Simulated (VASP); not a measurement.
# CsH (Fm-3m) in VASP: further runs

Runs on CsH. Level: LDA. Tasks: relaxation of cell and atoms.

Everything below comes from runs of VASP 6.6.1. Logs are shortened: lines on timing, memory, paths and dates and some standing lists are left out, and cuts for length are marked.

### Step 1. The cell of the first run

The structure is cubic, space group Fm-3m (No. 225). The conventional cell has a = 6.376 Å, b = 6.376 Å, c = 6.376 Å, α = 90.00°, β = 90.00°, γ = 90.00°. Within 4.2 Å of Cs (site symmetry m-3m) lie 6 H at 3.19 Å. H (site symmetry m-3m) has 6 Cs at 3.19 Å within 4.2 Å.

### Step 2. Relaxation of cell and atoms, LDA, target pressure 30 GPa, at which the enthalpy is minimised

Input file INCAR:

```
SYSTEM = CsH
  ALGO = Normal
  EDIFF = 1E-7
  EDIFFG = -0.03
  ENCUT = 500
  GGA_COMPAT = .FALSE.
  IBRION = 2
  ISIF = 3
  ISMEAR = 1
  LASPH = .TRUE.
  LCHARG = .FALSE.
  LREAL = .FALSE.
  LWAVE = .FALSE.
  NELM = 120
  NELMIN = 4
  NSW = 80
  PREC = Accurate
  PSTRESS = 300.0
  SIGMA = 0.02
```

Input file KPOINTS:

```
k-points
0
G
  4 4 4
  0 0 0
```

Input file POSCAR:

```
CsH
1.0
    0.0000000000      3.1880000000      3.1880000000
    3.1880000000      0.0000000000      3.1880000000
    3.1880000000      3.1880000000      0.0000000000
Cs H
1 1
Direct
    0.0000000000      0.0000000000      0.0000000000
    0.5000000000      0.5000000000      0.5000000000
```

Potentials or basis: VASP PAW LDA potentials, release 64 (Cs_sv, H).

On the command line:

```console
$ cat potpaw_LDA.64/Cs_sv/POTCAR potpaw_LDA.64/H/POTCAR > POTCAR
$ mpirun -np 1 vasp_std > vasp.out
```

OUTCAR:

```text
SYSTEM = CsH
   EDIFF = 1E-7
   EDIFFG = -0.03
   ENCUT = 500
   IBRION = 2
   ISIF = 3
   ISMEAR = 1
   LASPH = .TRUE.
   LREAL = .FALSE.
   NELM = 120
   NELMIN = 4
   NSW = 80
   PREC = Accurate
   PSTRESS = 300.0

 ion  position               nearest neighbor table
   1  0.000  0.000  0.000-
   2  0.500  0.500  0.500-

  LATTYP: Found a face centered cubic cell.
 ALAT       =     6.3760000000

  Lattice vectors:

 A1 = (   0.0000000000,   3.1880000000,   3.1880000000)
 A2 = (   3.1880000000,   0.0000000000,   3.1880000000)
 A3 = (   3.1880000000,   3.1880000000,   0.0000000000)

Analysis of symmetry for initial positions (statically):
=====================================================================
 Subroutine PRICEL returns:
 Original cell was already a primitive cell.

 Routine SETGRP: Setting up the symmetry group for a
 face centered cubic supercell.

 Subroutine GETGRP returns: Found 48 space group operations
 (whereof 48 operations were pure point group operations)
 out of a pool of 48 trial point group operations.

The static configuration has the point symmetry O_h .

Analysis of symmetry for dynamics (positions and initial velocities):
=====================================================================
 Subroutine PRICEL returns:
 Original cell was already a primitive cell.

 Routine SETGRP: Setting up the symmetry group for a
 face centered cubic supercell.

 Subroutine GETGRP returns: Found 48 space group operations
 (whereof 48 operations were pure point group operations)
 out of a pool of 48 trial point group operations.

The dynamic configuration has the point symmetry O_h .

 Subroutine INISYM returns: Found 48 space group operations
 (whereof 48 operations are pure point group operations),
 and found     1 'primitive' translations

----------------------------------------------------------------------------------------

                                     Primitive cell

  volume of cell :      64.8015

  direct lattice vectors                    reciprocal lattice vectors
     0.000000000  3.188000000  3.188000000    -0.156838143  0.156838143  0.156838143
     3.188000000  0.000000000  3.188000000     0.156838143 -0.156838143  0.156838143
     3.188000000  3.188000000  0.000000000     0.156838143  0.156838143 -0.156838143

  length of vectors
     4.508512837  4.508512837  4.508512837     0.271651632  0.271651632  0.271651632

  position of ions in fractional coordinates (direct lattice)
     0.000000000  0.000000000  0.000000000
     0.500000000  0.500000000  0.500000000

  ion indices of the primitive-cell ions
   primitive index   ion index
                 1           1
                 2           2

----------------------------------------------------------------------------------------

 KPOINTS: k-points

Automatic generation of k-mesh.
 Grid dimensions read from file:
 generate k-points for:    4    4    4

 Generating k-lattice:

  Cartesian coordinates                     Fractional coordinates (reciprocal lattice)
    -0.039209536  0.039209536  0.039209536     0.250000000  0.000000000  0.000000000
     0.039209536 -0.039209536  0.039209536     0.000000000  0.250000000  0.000000000
     0.039209536  0.039209536 -0.039209536     0.000000000  0.000000000  0.250000000

  Length of vectors
     0.067912908  0.067912908  0.067912908

  Shift w.r.t. Gamma in fractional coordinates (k-lattice)
     0.000000000  0.000000000  0.000000000

 Subroutine IBZKPT returns following result:
 ===========================================

 Found      8 irreducible k-points:

 Following reciprocal coordinates:
            Coordinates               Weight
  0.000000  0.000000  0.000000      1.000000
  0.250000  0.000000  0.000000      8.000000
  0.500000  0.000000  0.000000      4.000000
  0.250000  0.250000  0.000000      6.000000
  0.500000  0.250000  0.000000     24.000000
 -0.250000  0.250000  0.000000     12.000000
  0.500000  0.500000  0.000000      3.000000
 -0.250000  0.500000  0.250000      6.000000
   k-points           NKPTS =      8   k-points in BZ     NKDIM =      8   number of bands    NBANDS=      9
   number of dos      NEDOS =    301   number of ions     NIONS =      2
   total plane-waves  NPLWV =  46656
   dimension x,y,z NGX =    36 NGY =   36 NGZ =   36
   dimension x,y,z NGXF=    72 NGYF=   72 NGZF=   72
   ions per type =               1   1
   NGX,Y,Z   is equivalent  to a cutoff of  13.27, 13.27, 13.27 a.u.
   NGXF,Y,Z  is equivalent  to a cutoff of  26.55, 26.55, 26.55 a.u.
 SYSTEM =  CsH
   PREC   = accura    normal or accurate (medium, high low for compatibility)
   ISTART =      0    job   : 0-new  1-cont  2-samecut
   ICHARG =      2    charge: 1-file 2-atom 10-const
   ISPIN  =      1    spin polarized calculation?
   LNONCOLLINEAR =      F non collinear calculations
   LSORBIT =      F    spin-orbit coupling
   LASPH  =      T    aspherical Exc in radial PAW
   ENCUT  =  500.0 eV  36.75 Ry    6.06 a.u.   8.22  8.22  8.22*2*pi/ulx,y,z
   NELM   =    120;   NELMIN=  4; NELMDL= -5     # of ELM steps
   EDIFF  = 0.1E-06   stopping-criterion for ELM
   LREAL  =      F    real-space projection
   EDIFFG = -.3E-01   stopping-criterion for IOM
   NSW    =     80    number of steps for IOM
   IBRION =      2    ionic relax: 0-MD 1-quasi-New 2-CG
   NFREE  =      1    steps in history (QN), initial steepest desc. (CG)
   ISIF   =      3    stress and relaxation
   ISYM   =      2    0-nonsym 1-usesym 2-fastsym
   POTIM  = 0.5000    time-step for ionic-motion
   TEBEG  =    0.0;   TEEND  =   0.0 temperature during run
   PSTRESS=  300.0 pullay stress
   NELECT =      10.0000    total number of electrons
   NUPDOWN=      -1.0000    fix difference up-down
   EMIN   =  10.00;   EMAX   =-10.00  energy-range for DOS
   EFERMI =   0.00;   METHOD = LEGACY
   ISMEAR =     1;   SIGMA  =   0.02  broadening in eV -4-tet -1-fermi 0-gaus
   EFERMI_NEDOS =   21; number of points for ismear=-14 and -15
   IALGO  =     38    algorithm
   IMIX   =      4    mixing-type and parameters
     AMIX     =   0.40;   BMIX     =  1.00
     AMIX_MAG =   1.60;   BMIX_MAG =  1.00
  volume/ion in A,a.u.               =      32.40       218.65
  Fermi-wavevector in a.u.,A,eV,Ry     =   0.878105  1.659378 10.491026  0.771069
  Thomas-Fermi vector in A             =   1.998146
   LORBIT       =      0    0 simple, 1 ext, 2 COOP (PROOUT), +10 PAW based schemes
   GGA     = CA    functional components
   LHFCALC =     F    Hartree Fock is set to
   AEXX    =    0.0000 exact exchange contribution
   IVDW    =     0    specifies the selected vdW correction
   LEPSILON=     F    determine dielectric tensor
   LRPA    =     F    only Hartree local field effects (RPA)
 conjugate gradient relaxation of ions
 non-spin polarized calculation
 Methfessel and Paxton  Order N= 1 SIGMA  =   0.02
  energy-cutoff  :      500.00
  volume of cell :       64.80
 maximum number of plane-waves:      1676
 NGX is ok and might be reduce to    36
   NGX = 17   NGY = 17   NGZ = 17

--------------------------------------- Ionic step        1  -------------------------------------------

 number of electron      10.0000000 magnetization

 number of electron       9.9999999 magnetization

 Free energy of the ion-electron system (eV)
  ---------------------------------------------------
  ext. energy  EPLUGINS =         0.00000000
  ---------------------------------------------------
  free energy    TOTEN  =        -4.88974652 eV

  energy without entropy =       -4.88981900  energy(sigma->0) =       -4.88977068

 E-fermi :   0.0543     XC(G=0):  -7.5291

 val. band max:        0.0374361292   @ k =   0.5000   0.0000   0.0000
 cond. band min:       1.9693676095   @ k =   0.5000   0.0000   0.0000
 fundamental gap:      1.9319314803
 Fermi energy:         0.0542737735

 k-point     1 :       0.0000    0.0000    0.0000
  band No.  band energies     occupation
      1     -21.4165      2.00000
      2      -7.8640      2.00000
      3      -7.8640      2.00000
      4      -7.8640      2.00000
      5      -1.8350      2.00000
      6       5.0141      0.00000
      7       5.0141      0.00000
      8       5.0141      0.00000
      9       5.6979      0.00000

 k-point     2 :       0.2500    0.0000    0.0000
  band No.  band energies     occupation
      1     -21.3768      2.00000
      2      -8.3358      2.00000
      3      -7.9132      2.00000
      4      -7.9132      2.00000
      5      -0.9754      2.00000
      6       3.3905      0.00000
      7       5.0620      0.00000
      8       5.0620      0.00000
      9       5.6872      0.00000

 k-point     3 :       0.5000    0.0000    0.0000
  band No.  band energies     occupation
      1     -21.3365      2.00000
      2      -8.7367      2.00000
      3      -7.9611      2.00000
      4      -7.9611      2.00000
      5       0.0374      2.00000
      6       1.9694      0.00000
      7       4.5800      0.00000
      8       4.5800      0.00000
      9       7.0230      0.00000
[... 261 lines left out ...]
 VOLUME and BASIS-vectors are now :
 -----------------------------------------------------------------------------
  energy-cutoff  :      500.00
  volume of cell :       28.36
      direct lattice vectors                 reciprocal lattice vectors
    -0.000000000  2.420402784  2.420402784    -0.206577188  0.206577188  0.206577188
     2.420402784  0.000000000  2.420402784     0.206577188 -0.206577188  0.206577188
     2.420402784  2.420402784 -0.000000000     0.206577188  0.206577188 -0.206577188

 POSITION                                       TOTAL-FORCE (eV/Angst)
 -----------------------------------------------------------------------------------
      4.84081      2.42040      2.42040        -0.000000     -0.000000     -0.000000
      2.42040      2.42040      2.42040         0.000000      0.000000      0.000000
 -----------------------------------------------------------------------------------
    total drift:                               -0.000000      0.000000      0.000000

  FREE ENERGIE OF THE ION-ELECTRON SYSTEM (eV)
  ---------------------------------------------------
  free  energy   TOTEN  =        -3.3588432910 eV

  energy  without entropy=       -3.3585854071  energy(sigma->0) =       -3.35875733

  enthalpy is  TOTEN    =         1.9512677078 eV   P V=        5.3101109988

--------------------------------------- Ionic step        7  -------------------------------------------

 number of electron      10.0000000 magnetization

 Free energy of the ion-electron system (eV)
  ---------------------------------------------------
  ext. energy  EPLUGINS =         0.00000000
  ---------------------------------------------------
  free energy    TOTEN  =        -3.33595502 eV

  energy without entropy =       -3.33569713  energy(sigma->0) =       -3.33586905

 E-fermi :   6.4695     XC(G=0): -11.0276

 val. band max:        6.1172529454   @ k =   0.5000   0.5000   0.0000
 cond. band min:       6.4757261868   @ k =   0.5000   0.0000   0.0000
 fundamental gap:      0.3584732414
 Fermi energy:         6.4694953272

 k-point     1 :       0.0000    0.0000    0.0000
  band No.  band energies     occupation
      1     -17.7320      2.00000
      2      -1.0431      2.00000
      3      -1.0431      2.00000
      4      -1.0431      2.00000
      5       3.3324      2.00000
      6      10.6343      0.00000
      7      10.6343      0.00000
      8      10.6343      0.00000
      9      14.6977      0.00000

 k-point     2 :       0.2500    0.0000    0.0000
  band No.  band energies     occupation
      1     -17.1249      2.00000
      2      -4.4834      2.00000
      3      -1.3919      2.00000
      4      -1.3919      2.00000
      5       5.3340      2.00000
      6       8.8072      0.00000
      7      10.7879      0.00000
      8      10.7879      0.00000
      9      14.0337      0.00000

 k-point     3 :       0.5000    0.0000    0.0000
  band No.  band energies     occupation
      1     -16.3539      2.00000
      2      -6.8973      2.00000
      3      -1.6929      2.00000
      4      -1.6929      2.00000
      5       6.4757      0.50000
      6       6.8228     -0.00000
      7       9.7093      0.00000
      8       9.7093      0.00000
      9      16.9048      0.00000
[... 71 lines left out ...]
 VOLUME and BASIS-vectors are now :
 -----------------------------------------------------------------------------
  energy-cutoff  :      500.00
  volume of cell :       28.24
      direct lattice vectors                 reciprocal lattice vectors
    -0.000000000  2.416891078  2.416891078    -0.206877341  0.206877341  0.206877341
     2.416891078  0.000000000  2.416891078     0.206877341 -0.206877341  0.206877341
     2.416891078  2.416891078 -0.000000000     0.206877341  0.206877341 -0.206877341

 POSITION                                       TOTAL-FORCE (eV/Angst)
 -----------------------------------------------------------------------------------
     -0.00000      0.00000      0.00000        -0.000000      0.000000      0.000000
      2.41689      2.41689      2.41689         0.000000     -0.000000     -0.000000
 -----------------------------------------------------------------------------------
    total drift:                               -0.000000      0.000000      0.000000

  FREE ENERGIE OF THE ION-ELECTRON SYSTEM (eV)
  ---------------------------------------------------
  free  energy   TOTEN  =        -3.3359550161 eV

  energy  without entropy=       -3.3356971321  energy(sigma->0) =       -3.33586905

  enthalpy is  TOTEN    =         1.9510765542 eV   P V=        5.2870315702

 reached required accuracy - stopping structural energy minimisation
```

Run time: 32 s. Hardware: 1 thread of Intel Xeon 6975P-C (Granite Rapids), shared host; peak memory 0.19 GiB.

Results:

```yaml
Free_energy: -3.3360 eV
Relaxed_volume: 14.12 Å³/atom
Relaxed_cell: a = 3.418 Å, b = 3.418 Å, c = 3.418 Å, α = 60.00°, β = 60.00°, γ = 60.00°
Space_group_after_relaxing_to_0.1_Å: Fm-3m (No. 225)
Energy_change_on_relaxing_the_run_minimises_the_enthalpy: +776.9 meV/atom
Ionic_steps: 7
Pressure_after_relaxing: 30.0 GPa
Band_gap_on_the_k_mesh: zero (bands 5 and 6 overlap by 0.36 eV)
```

Step by step:
```csv
step,energy change (eV),largest force (eV/Å),pressure (GPa),volume (Å³)
1,0.0000,0.0000,-1.23,64.80
2,3.5667,0.0000,79.53,21.78
3,1.3652,0.0000,25.92,29.32
4,1.5055,0.0000,28.95,28.50
5,1.6058,0.0000,31.16,27.96
6,1.5309,0.0000,29.48,28.36
7,1.5538,0.0000,30.00,28.24
```

Final structure:
```
Cs H
1.0
     0.00000    2.41689    2.41689
     2.41689    0.00000    2.41689
     2.41689    2.41689    0.00000
Cs H
1 1
Direct
  0.00000 0.00000 0.00000
  0.50000 0.50000 0.50000
```

Levels at points of the mesh, in eV from the Fermi level:
| k point | band 1 | band 2 | band 3 | band 4 | band 5 | band 6 | band 7 | band 8 | band 9 |
| --- | --- | --- | --- | --- | --- | --- | --- | --- | --- |
| (0.00, 0.00, 0.00) | -24.20 | -7.51 | -7.51 | -7.51 | -3.14 | 4.16 | 4.16 | 4.16 | 8.23 |
| (0.50, 0.00, 0.00) | -22.82 | -13.37 | -8.16 | -8.16 | 0.01 | 0.35 | 3.24 | 3.24 | 10.44 |
| (0.50, 0.50, 0.00) | -22.38 | -12.42 | -9.53 | -9.53 | -5.36 | -0.35 | 11.30 | 11.98 | 12.53 |

Caveat: the k points lie up to 0.56 Å⁻¹ apart in the final cell; the cell is relaxed towards a set pressure, so the run minimises the enthalpy, not the energy; the volume moved by over 15 % at a fixed basis, so the end points are rough; spin-orbit coupling is left out, which moves the levels of the heavy elements. Zero-point motion and thermal expansion aren't in these numbers.

### Step 3. Relaxation of cell and atoms, LDA, target pressure 45 GPa, at which the enthalpy is minimised

Input file INCAR:

```
PREC = Accurate
ENCUT = 500
EDIFF = 1E-7
ISMEAR = 1
SIGMA = 0.02
LREAL = F
LASPH = T
NELM = 120
ALGO = Normal
ISIF = 3
LWAVE = F
LCHARG = F
IBRION = 2
NSW = 80
EDIFFG = -0.03
PSTRESS = 450.0
GGA_COMPAT = F
NELMIN = 4
```

Input file KPOINTS:

```
regular mesh
0
Gamma
  4 4 4
```

POSCAR is that of step 2.

Potentials or basis: VASP PAW LDA potentials, release 64 (Cs_sv, H).

On the command line:

```console
$ cat potpaw_LDA.64/Cs_sv/POTCAR potpaw_LDA.64/H/POTCAR > POTCAR
$ mpirun -np 1 vasp_std > vasp.out
```

It took 63 s on 1 thread of Intel Xeon 6975P-C (Granite Rapids), shared host; peak memory 0.21 GiB.

Results (log left out):

```
Free energy                                                : -2.6970 eV
Relaxed volume                                             : 12.72 Å³/atom
Relaxed cell                                               : a = 3.302 Å, b = 3.302 Å, c = 3.302 Å, α = 60.00°, β = 60.00°, γ = 60.00°
Space group after relaxing (to 0.1 Å)                      : Fm-3m (No. 225)
Energy change on relaxing (the run minimises the enthalpy) : +1096.4 meV/atom
Ionic steps                                                : 18
Pressure after relaxing                                    : 44.7 GPa
Band gap on the k mesh                                     : zero (bands 5 and 6 overlap by 0.91 eV)
```

The path:
```csv
step,energy change (eV),largest force (eV/Å),pressure (GPa),volume (Å³)
1,0.0000,0.0000,-1.23,64.80
2,23.5352,0.0000,844.03,10.72
3,1.1852,0.0000,22.79,30.52
4,1.4906,0.0000,28.62,28.58
5,2.3950,0.0000,49.43,24.76
6,2.1906,0.0000,44.52,25.46
7,2.1907,0.0000,44.53,25.46
8,2.1912,0.0000,44.54,25.45
9,2.1912,0.0000,44.54,25.45
10,2.1912,0.0000,44.54,25.45
11,2.1912,0.0000,44.54,25.45
12,2.1912,0.0000,44.54,25.45
13,2.1912,0.0000,44.55,25.45
14,2.1913,0.0000,44.55,25.45
15,2.1914,0.0000,44.55,25.45
16,2.1916,0.0000,44.55,25.45
17,2.1919,0.0000,44.56,25.45
18,2.1927,0.0000,44.73,25.45
```

Final structure:
```yaml
crystal:
  lattice:
    - [0.00000, 2.33458, 2.33458]
    - [2.33458, 0.00000, 2.33458]
    - [2.33458, 2.33458, 0.00000]
  atoms:
    - { symbol: Cs, position: [0.00000, 0.00000, 0.00000] }
    - { symbol: H, position: [0.50000, 0.50000, 0.50000] }
```

Levels at points of the mesh, in eV from the Fermi level:
```tsv
k point	band 2	band 3	band 4	band 5	band 6	band 7	band 8	band 9
(0.00, 0.00, 0.00)	-7.31	-7.31	-7.31	-2.97	4.05	4.05	4.05	8.12
(0.50, 0.00, 0.00)	-14.35	-8.11	-8.11	0.01	0.25	3.03	3.03	11.21
(0.50, 0.50, 0.00)	-13.23	-9.79	-9.79	-6.05	-0.90	12.71	12.72	13.45
```

Caveat: the k points lie up to 0.58 Å⁻¹ apart in the final cell, too coarse for converged energies and pressures of a metal; the cell is relaxed towards a set pressure, so the run minimises the enthalpy, not the energy; the volume moved by over 15 % at a fixed basis, so the end points are rough; spin-orbit coupling is left out, which moves the levels of the heavy elements. Zero-point motion and thermal expansion aren't in these numbers.

The gap in the log of VASP goes by the Fermi energy; the results here count the filled bands.